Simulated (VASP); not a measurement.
A run of VASP 6.6.1 is set up as follows.

File POSCAR:

```
Ag2O
1.0
    4.6930495800      0.0000000000      0.0000000000
    0.0000000000      4.6930495800      0.0000000000
    0.0000000000      0.0000000000      4.6930495800
Ag O
4 2
Direct
    0.2500000000      0.2500000000      0.2500000000
    0.2500000000      0.7500000000      0.7500000000
    0.7500000000      0.7500000000      0.2500000000
    0.7500000000      0.2500000000      0.7500000000
    0.0000000000      0.0000000000      0.0000000000
    0.5000000000      0.5000000000      0.5000000000
```

File INCAR.step1:

```
SYSTEM = Ag2O
ALGO = Normal ; EDIFF = 1E-5
EDIFFG = -0.01 ; ENCUT = 580
GGA = PE ; GGA_COMPAT = .False.
IBRION = 2 ; ISMEAR = -1
KPAR = 4 ; LASPH = .True.
LCHARG = .False. ; LREAL = .False.
LWAVE = .True. ; NELM = 120
NELMIN = 4 ; NSW = 100
PREC = Accurate ; SIGMA = 0.1
```

Contents of INCAR.step2:

```
SYSTEM = Ag2O
ALGO = Normal ; EDIFF = 1E-7
EDIFFG = -0.01 ; ENCUT = 580
GGA_COMPAT = .False. ; IBRION = 2
ISIF = 2 ; ISMEAR = -1
ISTART = 1 ; KPAR = 4
LASPH = .True. ; LCHARG = .False.
LMIXTAU = .True. ; LREAL = .False.
LWAVE = .False. ; METAGGA = R2SCAN
NELM = 120 ; NELMIN = 4
NSW = 50 ; PREC = Accurate
SIGMA = 0.1
```

Contents of KPOINTS:

```
k-points
0
Gamma
  7 7 7
  0 0 0
```

Potentials or basis: VASP PAW PBE potentials, release 64 (Ag, O).

Run with:

```sh
$ cat potpaw_PBE.64/Ag/POTCAR potpaw_PBE.64/O/POTCAR > POTCAR
$ cp INCAR.step1 INCAR
$ mpirun -np 4 vasp_std > vasp.out
$ cp INCAR.step2 INCAR
$ mpirun -np 4 vasp_std > vasp.out
```

Q: What does it give for the band gap on the k mesh?

A: 0.30 eV.

Final structure:
```yaml
crystal:
  lattice:
    - [4.69305, 0.00000, 0.00000]
    - [0.00000, 4.69305, 0.00000]
    - [0.00000, 0.00000, 4.69305]
  atoms:
    - { symbol: Ag, position: [0.25000, 0.25000, 0.25000] }
    - { symbol: Ag, position: [0.25000, 0.75000, 0.75000] }
    - { symbol: Ag, position: [0.75000, 0.75000, 0.25000] }
    - { symbol: Ag, position: [0.75000, 0.25000, 0.75000] }
    - { symbol: O, position: [0.00000, 0.00000, 0.00000] }
    - { symbol: O, position: [0.50000, 0.50000, 0.50000] }
```

Caveat: the relaxation stopped at its first step, so nothing moved; semilocal functionals underestimate gaps, and a narrow one can read as zero; an odd mesh through Γ misses points on the zone boundary, where band edges can lie.
